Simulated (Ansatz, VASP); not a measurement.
**Two plane-wave programs on O**

```
CELL_PARAMETERS angstrom
12.00000 0.00000 0.00000
0.00000 12.30000 0.00000
0.00000 0.00000 12.60000
ATOMIC_POSITIONS crystal
O 0.50000 0.50000 0.45198
O 0.50000 0.50000 0.54802
```

Alike in both runs: functional PBEsol; k mesh 1 × 1 × 1; occupations fermi-dirac, width 0.01 eV; collinear spin.

Ansatz relaxed the structure, and its values are those at the end. VASP's run is a single point on that final structure, the one shown.

```csv
,VASP,Ansatz
version,VASP 6.6.1,Ansatz 0.2.0
potentials or method,"VASP PAW PBE potentials, release 64 (O), cutoff 520 eV","plane waves (420 eV) with PAW, scalar-relativistic"
valence electrons in the cell,12,12
```

VASP gave:

```
rms of the force components (eV/Å)                            : 0.794
net moment per atom (μB)                                      : 1.00
size of the moment on the site where the two differ most (μB) : 0.81
```

Task: What did Ansatz give for the same quantities?

Result: rms of the force components (eV/Å): 0.003; net moment per atom (μB): 1.00; size of the moment on the site where the two differ most (μB): 0.55.

VASP's potentials were made for PBE, not for PBEsol, and Ansatz warns of the same on its side. Site moments also hang on the region over which each program counts them. One of these differences is far larger than is usual between the two programs; its cause wasn't traced. Ansatz's warnings: end state compared.

Noted on VASP's run: the standard files for N, O and F lose accuracy on very short bonds.
